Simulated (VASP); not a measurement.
Crystal: AlN.

```
Al N
1.0
     0.00000    2.20162    2.20162
     2.20162    0.00000    2.20162
     2.20162    2.20162    0.00000
Al N
1 1
Direct
  0.00000 0.00000 0.00000
  0.75000 0.75000 0.75000
```

Base run:

```yaml
Program: VASP 6.6.1
Functional: PBE
Potentials_or_basis: VASP PAW PBE potentials, release 64 (Al, N)
Cutoff: 600 eV
k_mesh: 10 × 10 × 10
Occupations: gaussian, width 0.02 eV
Spin: no spin polarisation
```

Its results: band gap on the k mesh 3.31 eV, indirect (least direct gap 3.98 eV); pressure -0.4 GPa.

Question: The run is repeated on the same cell with these changes: functional from PBE to r2SCAN; cutoff from 600 eV to 660 eV. What comes out?

Answer: Band gap on the k mesh 3.92 eV, indirect (least direct gap 4.67 eV); pressure -5.0 GPa.

r2SCAN gives the wider gap, since meta-GGAs in the generalised Kohn-Sham scheme recover part of the derivative discontinuity.

Caveats: the PAW data sets were made with another functional, which shifts forces and pressure a little (some runs).

A k mesh can miss the band edges.
